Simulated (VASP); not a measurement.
# Ir (Fm-3m) in VASP: further runs, part 2 of 2

VASP 6.6.1. The steps go on from the part before.

**4. Single point, revPBE, collinear spin, ferromagnetic start (volume scaled by 0.92)**

Contents of INCAR:

```
ALGO = Normal
EDIFF = 1E-6
ENCUT = 520
GGA = RE
ISIF = 2
ISMEAR = -1
ISPIN = 2
LASPH = T
LCHARG = T
LELF = T
LMAXMIX = 4
LORBIT = 11
LREAL = F
LVHAR = T
LWAVE = F
MAGMOM = 1
NBANDS = 14
NELM = 150
PREC = Accurate
SIGMA = 0.05
```

Contents of KPOINTS:

```
k-points
0
Gamma
  23 23 23
```

Contents of POSCAR:

```
Ir
1.0
    0.0000000000      1.8881415320      1.8881415320
    1.8881415320      0.0000000000      1.8881415320
    1.8881415320      1.8881415320      0.0000000000
Ir
1
Direct
    0.0000000000      0.0000000000      0.0000000000
```

Potentials or basis: VASP PAW PBE potentials, release 64 (Ir).

Launch:

```
$ cat potpaw_PBE.64/Ir/POTCAR > POTCAR
$ mpirun -np 1 vasp_std > vasp.out
```

OUTCAR:

```text
EDIFF = 1E-6
   ENCUT = 520
   GGA = RE
   ISIF = 2
   ISMEAR = -1
   ISPIN = 2
   LASPH = T
   LORBIT = 11
   LREAL = F
   NELM = 150
   PREC = Accurate

 ion  position               nearest neighbor table
   1  0.000  0.000  0.000-

  LATTYP: Found a face centered cubic cell.
 ALAT       =     3.7762830640

  Lattice vectors:

 A1 = (   0.0000000000,   1.8881415320,   1.8881415320)
 A2 = (   1.8881415320,   0.0000000000,   1.8881415320)
 A3 = (   1.8881415320,   1.8881415320,   0.0000000000)

Analysis of symmetry for initial positions (statically):
=====================================================================
 Subroutine PRICEL returns:
 Original cell was already a primitive cell.

 Routine SETGRP: Setting up the symmetry group for a
 face centered cubic supercell.

 Subroutine GETGRP returns: Found 48 space group operations
 (whereof 48 operations were pure point group operations)
 out of a pool of 48 trial point group operations.

The static configuration has the point symmetry O_h .

Analysis of symmetry for dynamics (positions and initial velocities):
=====================================================================
 Subroutine PRICEL returns:
 Original cell was already a primitive cell.

 Routine SETGRP: Setting up the symmetry group for a
 face centered cubic supercell.

 Subroutine GETGRP returns: Found 48 space group operations
 (whereof 48 operations were pure point group operations)
 out of a pool of 48 trial point group operations.

The dynamic configuration has the point symmetry O_h .

Analysis of structural, dynamic, and magnetic symmetry:
=====================================================================
 Subroutine PRICEL returns:
 Original cell was already a primitive cell.

 Routine SETGRP: Setting up the symmetry group for a
 face centered cubic supercell.

 Subroutine GETGRP returns: Found 48 space group operations
 (whereof 48 operations were pure point group operations)
 out of a pool of 48 trial point group operations.

The overall configuration has the point symmetry O_h .

 Subroutine INISYM returns: Found 48 space group operations
 (whereof 48 operations are pure point group operations),
 and found     1 'primitive' translations

----------------------------------------------------------------------------------------

                                     Primitive cell

  volume of cell :      13.4627

  direct lattice vectors                    reciprocal lattice vectors
     0.000000000  1.888141532  1.888141532    -0.264810657  0.264810657  0.264810657
     1.888141532  0.000000000  1.888141532     0.264810657 -0.264810657  0.264810657
     1.888141532  1.888141532  0.000000000     0.264810657  0.264810657 -0.264810657

  length of vectors
     2.670235362  2.670235362  2.670235362     0.458665513  0.458665513  0.458665513

  position of ions in fractional coordinates (direct lattice)
     0.000000000  0.000000000  0.000000000

  ion indices of the primitive-cell ions
   primitive index   ion index
                 1           1

----------------------------------------------------------------------------------------

 KPOINTS: k-points

Automatic generation of k-mesh.
[... 73 lines left out ...]
   ISYM   =      2    0-nonsym 1-usesym 2-fastsym
   POTIM  = 0.5000    time-step for ionic-motion
   TEBEG  =    0.0;   TEEND  =   0.0 temperature during run
   PSTRESS=    0.0 pullay stress
   NELECT =       9.0000    total number of electrons
   NUPDOWN=      -1.0000    fix difference up-down
   EMIN   =  10.00;   EMAX   =-10.00  energy-range for DOS
   EFERMI =   0.00;   METHOD = LEGACY
   ISMEAR =    -1;   SIGMA  =   0.05  broadening in eV -4-tet -1-fermi 0-gaus
   EFERMI_NEDOS =   21; number of points for ismear=-14 and -15
   IALGO  =     38    algorithm
   IMIX   =      4    mixing-type and parameters
     AMIX     =   0.40;   BMIX     =  1.00
     AMIX_MAG =   1.60;   BMIX_MAG =  1.00
  volume/ion in A,a.u.               =      13.46        90.85
  Fermi-wavevector in a.u.,A,eV,Ry     =   1.431455  2.705058 27.879212  2.049064
  Thomas-Fermi vector in A             =   2.551190
   LORBIT       =     11    0 simple, 1 ext, 2 COOP (PROOUT), +10 PAW based schemes
   GGA     = RE    functional components
   LHFCALC =     F    Hartree Fock is set to
   AEXX    =    0.0000 exact exchange contribution
   IVDW    =     0    specifies the selected vdW correction
   LEPSILON=     F    determine dielectric tensor
   LRPA    =     F    only Hartree local field effects (RPA)
 spin polarized calculation
  energy-cutoff  :      520.00
  volume of cell :       13.46
 maximum number of plane-waves:       376
   NGX =  9   NGY =  9   NGZ =  9

 number of electron       9.0000001 magnetization      -0.0000032

 number of electron       9.0000001 magnetization       0.0000044

 Free energy of the ion-electron system (eV)
  ---------------------------------------------------
  ext. energy  EPLUGINS =         0.00000000
  ---------------------------------------------------
  free energy    TOTEN  =        -8.20660592 eV

  energy without entropy =       -8.20081353  energy(sigma->0) =       -8.20370973

 E-fermi :  11.3184     XC(G=0): -14.2609

 val. band max:       11.2986636119   @ k =  -0.3478   0.3043   0.0000
 cond. band min:      11.3241729002   @ k =  -0.3043   0.3478   0.0435
 fundamental gap:      0.0255092883
 Fermi energy:        11.3184325309

 spin component 1

 k-point     1 :       0.0000    0.0000    0.0000
  band No.  band energies     occupation
      1      -0.3057      1.00000
      2       7.1551      1.00000
      3       7.1551      1.00000
      4       7.1551      1.00000
      5      10.0575      1.00000
      6      10.0575      1.00000
      7      25.5317      0.00000
      8      31.4328      0.00000
      9      31.4328      0.00000
     10      31.4328      0.00000
     11      36.4202      0.00000
     12      43.5403      0.00000
     13      43.5403      0.00000
     14      43.5403      0.00000
[... 379 lines left out ...]
      3       7.0946      1.00000
      4      10.0807      1.00000
      5      12.2914      0.00000
      6      12.7750      0.00000
      7      19.1222      0.00000
      8      25.2544      0.00000
      9      31.3657      0.00000
     10      31.5717      0.00000
     11      41.7749      0.00000
     12      41.9008      0.00000
     13      43.0774      0.00000
     14      43.7477      0.00000

 [... further k-points ...]

 spin component 2

 k-point     1 :       0.0000    0.0000    0.0000
  band No.  band energies     occupation
      1      -0.3057      1.00000
      2       7.1551      1.00000
      3       7.1551      1.00000
      4       7.1551      1.00000
      5      10.0576      1.00000
      6      10.0576      1.00000
      7      25.5317      0.00000
      8      31.4328      0.00000
      9      31.4328      0.00000
     10      31.4328      0.00000
     11      36.4202      0.00000
     12      43.5403      0.00000
     13      43.5403      0.00000
     14      43.5403      0.00000
[... 379 lines left out ...]
      3       7.0947      1.00000
      4      10.0807      1.00000
      5      12.2914      0.00000
      6      12.7750      0.00000
      7      19.1222      0.00000
      8      25.2544      0.00000
      9      31.3657      0.00000
     10      31.5717      0.00000
     11      41.7749      0.00000
     12      41.9008      0.00000
     13      43.0774      0.00000
     14      43.7484      0.00000

 [... further k-points ...]

------------------------ aborting loop because EDIFF is reached ----------------------------------------

  FORCE on cell =-STRESS in cart. coord.  units (eV):
  Direction    XX          YY          ZZ          XY          YZ          ZX
  --------------------------------------------------------------------------------------
  -------------------------------------------------------------------------------------
  Total        2.9458551      2.9458551      2.9458551     -0.0000000      0.0000000      0.0000000
  in kB      350.5809701    350.5809701    350.5809701     -0.0000000      0.0000000      0.0000000
  external PRESSURE =     350.5809701 kB  Pullay stress =       0.0000000 kB

 VOLUME and BASIS-vectors are now :
 -----------------------------------------------------------------------------
  energy-cutoff  :      520.00
  volume of cell :       13.46
      direct lattice vectors                 reciprocal lattice vectors
     0.000000000  1.888141532  1.888141532    -0.264810657  0.264810657  0.264810657
     1.888141532  0.000000000  1.888141532     0.264810657 -0.264810657  0.264810657
     1.888141532  1.888141532  0.000000000     0.264810657  0.264810657 -0.264810657

 POSITION                                       TOTAL-FORCE (eV/Angst)
 -----------------------------------------------------------------------------------
      0.00000      0.00000      0.00000        -0.000000      0.000000      0.000000
 -----------------------------------------------------------------------------------
    total drift:                               -0.000000     -0.000000     -0.000000

  FREE ENERGIE OF THE ION-ELECTRON SYSTEM (eV)
  ---------------------------------------------------
  free  energy   TOTEN  =        -8.2066059216 eV

  energy  without entropy=       -8.2008135307  energy(sigma->0) =       -8.20370973

 total charge

# of ion       s       p       d       tot
------------------------------------------
    1        0.707   0.815   7.061   8.583

 magnetization (x)

# of ion       s       p       d       tot
------------------------------------------
    1        0.000   0.000  -0.000  -0.000
```

stdout:

```text
POSCAR found type information on POSCAR Ir
 POSCAR found :  1 types and       1 ions
 scaLAPACK will be used
 -----------------------------------------------------------------------------
|                                                                             |
|                                                                             |
|     You enforced a specific xc type in the INCAR file but a different       |
|     I HOPE YOU KNOW WHAT YOU ARE DOING!                                     |
|                                                                             |
 -----------------------------------------------------------------------------

 LDA part: xc-table for (Slater+PW92), standard interpolation
 POSCAR, INCAR and KPOINTS ok, starting setup
 FFT: planning ... GRIDC
 FFT: planning ... GRID_SOFT
 FFT: planning ... GRID
 WAVECAR not read
 entering main loop
```

It took 2.2 min on 1 thread of AMD EPYC 9R45 (Zen 5), shared host; peak memory 0.18 GiB.

What came out:

| Item | Value |
| --- | --- |
| Free energy | -8.2066 eV |
| Pressure | 35.1 GPa |
| Net moment | 0.00 μB per cell |
| Valence electrons inside the program's atomic spheres | Ir 8.58 |

Caveat: the cell differs from its parent crystal (volume scaled by 0.92); the PAW data sets were made with another functional, which shifts forces and pressure a little; spin-orbit coupling is left out, which moves the levels of the heavy elements.

**5. Single point, revPBE, collinear spin, ferromagnetic start (volume scaled by 0.96)**

Contents of INCAR:

```
SYSTEM = Ir
PREC = Accurate
ENCUT = 520
EDIFF = 1E-6
ISMEAR = -1
SIGMA = 0.05
LREAL = .FALSE.
LASPH = .TRUE.
NELM = 150
ALGO = Normal
ISIF = 2
LWAVE = .FALSE.
LCHARG = .FALSE.
ISPIN = 2
MAGMOM = 1
LORBIT = 11
LMAXMIX = 4
GGA = RE
NBANDS = 14
```

Contents of KPOINTS:

```
regular mesh
0
G
  23 23 23
  0 0 0
```

Contents of POSCAR:

```
Ir
1.0
    0.0000000000      1.9151186272      1.9151186272
    1.9151186272      0.0000000000      1.9151186272
    1.9151186272      1.9151186272      0.0000000000
Ir
1
Direct
    0.0000000000      0.0000000000      0.0000000000
```

Launch:

```
$ cat potpaw_PBE.64/Ir/POTCAR > POTCAR
$ mpirun -np 1 vasp_std > vasp.out
```

Run time: 2.2 min. Hardware: 1 thread of AMD EPYC 9R45 (Zen 5), shared host; peak memory 0.18 GiB.

It converged, with:

```yaml
Free_energy: -8.2977 eV
Pressure: 15.4 GPa
Net_moment: 0.00 μB per cell
Valence_electrons_inside_the_program's_atomic_spheres: Ir 8.43
```

Levels at points of the mesh, in eV from the Fermi level:
Spin up:
```
           k point  band 1  band 2  band 3  band 4  band 5  band 6  band 7  band 8  band 9
(0.00, 0.00, 0.00)  -11.15   -3.90   -3.90   -3.90   -1.19   -1.19   14.32   19.96   19.96
```
Spin down:
| k point | band 1 | band 2 | band 3 | band 4 | band 5 | band 6 | band 7 | band 8 |
| --- | --- | --- | --- | --- | --- | --- | --- | --- |
| (0.00, 0.00, 0.00) | -11.15 | -3.90 | -3.90 | -3.90 | -1.19 | -1.19 | 14.32 | 19.96 |

Caveat: the cell differs from its parent crystal (volume scaled by 0.96); the PAW data sets were made with another functional, which shifts forces and pressure a little; spin-orbit coupling is left out, which moves the levels of the heavy elements.

**6. Single point, revPBE, collinear spin, ferromagnetic start**

This run uses another cell than the first one, of 14.63 Å³/atom, 1.034 times its volume.

Contents of INCAR:

```
SYSTEM = Ir
PREC = Accurate
ENCUT = 520
EDIFF = 1E-6
ISMEAR = -1
SIGMA = 0.05
LREAL = .False.
LASPH = .True.
NELM = 150
ALGO = Normal
ISIF = 2
LWAVE = .False.
LCHARG = .False.
ISPIN = 2
MAGMOM = 1
LORBIT = 11
LMAXMIX = 4
GGA = RE
NBANDS = 14
```

Contents of KPOINTS:

```
Automatic mesh
0
Gamma
  23 23 23
  0 0 0
```

Contents of POSCAR:

```
Ir
1.0
    0.0000000000      1.9413563894      1.9413563894
    1.9413563894      0.0000000000      1.9413563894
    1.9413563894      1.9413563894      0.0000000000
Ir
1
Direct
    0.0000000000      0.0000000000      0.0000000000
```

Potentials or basis: VASP PAW PBE potentials, release 64 (Ir).

Launch:

```
$ cat potpaw_PBE.64/Ir/POTCAR > POTCAR
$ mpirun -np 1 vasp_std > vasp.out
```

It took 2.4 min on 1 thread of AMD EPYC 9R45 (Zen 5), shared host; peak memory 0.19 GiB.

Results (log left out):

```yaml
Free_energy: -8.3252 eV
Pressure: 0.1 GPa
Net_moment: 0.00 μB per cell
Valence_electrons_inside_the_program's_atomic_spheres: Ir 8.29
```

Levels at points of the mesh, in eV from the Fermi level:
Spin up:
```
           k point  band 1  band 2  band 3  band 4  band 5  band 6  band 7  band 8
(0.00, 0.00, 0.00)  -10.71   -3.66   -3.66   -3.66   -1.12   -1.12   14.40   19.80
```
Spin down:
```
           k point  band 2  band 3  band 4  band 5  band 6  band 7
(0.00, 0.00, 0.00)   -3.66   -3.66   -3.66   -1.12   -1.12   14.40
```

Caveat: the PAW data sets were made with another functional, which shifts forces and pressure a little; spin-orbit coupling is left out, which moves the levels of the heavy elements.

**7. Single point, revPBE, collinear spin, ferromagnetic start (volume scaled by 1.04)**

Contents of INCAR:

```
ALGO = Normal
EDIFF = 1E-6
ENCUT = 520
GGA = RE
ISIF = 2
ISMEAR = -1
ISPIN = 2
LASPH = T
LCHARG = F
LMAXMIX = 4
LORBIT = 11
LREAL = F
LWAVE = F
MAGMOM = 1
NBANDS = 14
NELM = 150
PREC = Accurate
SIGMA = 0.05
```

Contents of KPOINTS:

```
k-points
0
Gamma
  23 23 23
```

Contents of POSCAR:

```
Ir
1.0
    0.0000000000      1.9669034821      1.9669034821
    1.9669034821      0.0000000000      1.9669034821
    1.9669034821      1.9669034821      0.0000000000
Ir
1
Direct
    0.0000000000      0.0000000000      0.0000000000
```

Launch:

```
$ cat potpaw_PBE.64/Ir/POTCAR > POTCAR
$ mpirun -np 1 vasp_std > vasp.out
```

It took 3.3 min on 1 thread of AMD EPYC 9R45 (Zen 5), shared host; peak memory 0.21 GiB.

Results (log left out):

| Quantity | Value |
| --- | --- |
| Free energy | -8.3031 eV |
| Pressure | -11.9 GPa |
| Net moment | 0.00 μB per cell |
| Valence electrons inside the program's atomic spheres | Ir 8.17 |

Levels at points of the mesh, in eV from the Fermi level:
Spin up:
| k point | band 1 | band 2 | band 3 | band 4 | band 5 | band 6 | band 7 | band 8 |
| --- | --- | --- | --- | --- | --- | --- | --- | --- |
| (0.00, 0.00, 0.00) | -10.30 | -3.44 | -3.44 | -3.44 | -1.05 | -1.05 | 14.46 | 19.63 |
Spin down:
| k point | band 2 | band 3 | band 4 | band 5 | band 6 | band 7 |
| --- | --- | --- | --- | --- | --- | --- |
| (0.00, 0.00, 0.00) | -3.44 | -3.44 | -3.44 | -1.05 | -1.05 | 14.46 |

Caveat: the cell differs from its parent crystal (volume scaled by 1.04); the PAW data sets were made with another functional, which shifts forces and pressure a little; spin-orbit coupling is left out, which moves the levels of the heavy elements.

**8. Summary**

| task | cell | k mesh | cutoff (eV) | gap on the mesh (eV) | pressure (GPa) | moment (μB) |
| --- | --- | --- | --- | --- | --- | --- |
| relaxation of cell and atoms | relaxed from a = 2.715 Å, angles 60.0°, 1 atom | 14 × 14 × 14 | 600 | none | -0.1 | 0.00 |
| single point | a = 2.631 Å, angles 60.0°, 1 atom | 23 × 23 × 23 | 520 | none | 60.1 | 0.00 |
| single point | a = 2.670 Å, angles 60.0°, 1 atom | 23 × 23 × 23 | 520 | none | 35.1 | 0.00 |
| single point | a = 2.708 Å, angles 60.0°, 1 atom | 23 × 23 × 23 | 520 | none | 15.4 | 0.00 |
| single point | a = 2.745 Å, angles 60.0°, 1 atom | 23 × 23 × 23 | 520 | none | 0.1 | 0.00 |
| single point | a = 2.782 Å, angles 60.0°, 1 atom | 23 × 23 × 23 | 520 | none | -11.9 | 0.00 |

Alike in all rows: level revPBE; potentials or basis VASP PAW PBE potentials, release 64 (Ir); spin collinear, ferromagnetic start; smearing fermi-dirac 0.05 eV.

Caveats: the PAW data sets were made with another functional, which shifts forces and pressure a little; spin-orbit coupling is left out, which moves the levels of the heavy elements.

Absolute energies hang on the potentials; compare differences alone.
